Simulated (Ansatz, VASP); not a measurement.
## One calculation of Al2Cu, two programs

```
Cu Al
1.0
    -2.01671    2.01671    2.83196
     2.01671   -2.01671    2.83196
     2.01671    2.01671   -2.83196
Cu Al
1 2
Direct
  0.50000 0.50000 0.00000
  0.25000 0.75000 0.50000
  0.75000 0.25000 0.50000
```

Change from the starting cell: volume scaled by 0.98.

Alike in both runs: task single point; functional PBEsol; k mesh 9 × 9 × 9; occupations fermi-dirac, width 0.05 eV; no spin polarisation.

|  | VASP | Ansatz |
| --- | --- | --- |
| version | VASP 6.6.1 | Ansatz 0.2.0 |
| potentials or method | VASP PAW PBE potentials, release 64 (Cu, Al), cutoff 520 eV | all-electron LAPW, scalar-relativistic |

|  | VASP | Ansatz | Ansatz less VASP |
| --- | --- | --- | --- |
| gap on the k mesh at the Fermi level (eV) | none | none | - |
| pressure (GPa) | 2.4 | 2.1 | -0.30 |
| traceless stress, the component that is largest in VASP (GPa) | 0.11 | 0.12 | +0.009 |

VASP's potentials were made for PBE, not for PBEsol. A gap of «none» marks a metal or a gap that the smearing closes. Ansatz ran all-electron here, and VASP with PAW potentials.
